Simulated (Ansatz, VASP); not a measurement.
**Two plane-wave programs on ZnSi3N**

Contents of INCAR:

```
SYSTEM = ZnSi3N
PREC     = Accurate       ! precision mode
ENCUT    = 520            ! plane-wave cutoff, eV
EDIFF    = 1E-7           ! SCF threshold, eV
ISMEAR   = 0              ! smearing method
SIGMA    = 0.1            ! smearing width, eV
LREAL    = .False.        ! projectors in reciprocal space
LASPH    = .True.         ! aspherical terms in the spheres
NELM     = 60             ! most SCF steps
ALGO     = Normal         ! electronic algorithm
ISIF     = 2              ! what is computed and relaxed
LWAVE    = .False.        ! write WAVECAR
LCHARG   = .False.        ! write CHGCAR
GGA      = PE             ! functional
NBANDS   = 22             ! bands
```

The input KPOINTS:

```
regular mesh
0
Gamma
  6 6 4
  0 0 0
```

The input POSCAR:

```
ZnSi3N
1.0
    3.4240988900      0.0000000000      0.0000000000
    0.0000000000      3.4336083800      0.0000000000
    0.0000000000      0.0000000000      5.7187612500
Zn Si N
1 3 1
Direct
    0.0000000000      0.0000000000      0.5000000000
    0.0000000000      0.0000000000      0.2406507400
    0.0000000000      0.0000000000      0.7593492600
    0.0000000000      0.0000000000      0.0000000000
    0.0000000000      0.5000000000      0.5000000000
```

Input for Ansatz:

```yaml
crystal:
  lattice:
    - [3.42409889, 0.0, 0.0]
    - [0.0, 3.43360838, 0.0]
    - [0.0, 0.0, 5.71876125]
  atoms:
    - { symbol: Zn, position: [0.0, 0.0, 0.5] }
    - { symbol: Si, position: [0.0, 0.0, 0.24065074] }
    - { symbol: Si, position: [0.0, 0.0, 0.75934926] }
    - { symbol: Si, position: [0.0, 0.0, 0.0] }
    - { symbol: "N", position: [0.0, 0.5, 0.5] }
basis:
  ecutwfc: 420
kpoints:
  mp_grid: { grid: [6, 6, 4] }
hamiltonian:
  xc: pbe
scf:
  occupations: { method: gaussian, width: 0.1 }
  lower_state_search: "off"
output:
  forces: true
  stress: true
  eigenvalues: true
```

Alike in both runs: task single point; functional PBE; k mesh 6 × 6 × 4; occupations gaussian, width 0.1 eV; no spin polarisation.

|  | VASP | Ansatz |
| --- | --- | --- |
| version | VASP 6.6.1 | Ansatz 0.2.0 |
| potentials or method | VASP PAW PBE potentials, release 64 (Zn, Si, N), cutoff 520 eV | scalar-relativistic, plane waves, PAW |
| valence electrons in the cell | 29 | 29 |

VASP gave:

- gap on the k mesh at the Fermi level (eV): none
- rms of the force components (eV/Å): 8.060

Task: Which values does Ansatz return?

Result: gap on the k mesh at the Fermi level (eV): none; rms of the force components (eV/Å): 8.044.

Atom by atom the forces differ by 0.016 eV/Å (rms over components). A gap of «none» marks a metal or a gap that the smearing closes.
